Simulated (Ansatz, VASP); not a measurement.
**MgBe2SeO2 in VASP and in Ansatz**

```
Mg Be Se O
1.0
    -1.73676    1.73676    8.15299
     1.73676   -1.73676    8.15299
     1.73676    1.73676   -8.15299
Mg Be Se O
1 2 1 2
Direct
  0.50000 0.50000 0.00000
  0.24819 0.24819 0.00000
  0.75181 0.75181 0.00000
  0.00000 0.00000 0.00000
  0.25000 0.75000 0.50000
  0.75000 0.25000 0.50000
```

Change from the starting cell: species swapped into the CeB2Ir2C type (I4/mmm, No. 139).

Alike in both runs: functional PBE; k mesh 12 × 12 × 12; occupations gaussian, width 0.02 eV; no spin polarisation.

Ansatz relaxed the structure, and its values are those at the end. VASP's run is a single point on that final structure, the one shown.

```csv
,VASP,Ansatz
version,VASP 6.6.1,Ansatz 0.2.0
potentials or method,"VASP PAW PBE potentials, release 64 (Mg, Be, Se, O), cutoff 520 eV","scalar-relativistic, plane waves, PAW"
valence electrons in the cell,24,42
```

Ansatz gave:

| Item | Value |
| --- | --- |
| gap on the k mesh at the Fermi level (eV) | 1.98 |
| least direct gap on the mesh (eV) | 2.18 |
| pressure (GPa) | 0.0 |

Q: Which values does VASP return?

A: gap on the k mesh at the Fermi level (eV): 1.95; least direct gap on the mesh (eV): 2.16; pressure (GPa): 0.1.

VASP's potentials hold 24 valence electrons a cell and Ansatz's 42, so a difference there can come from the potentials and not from the codes.
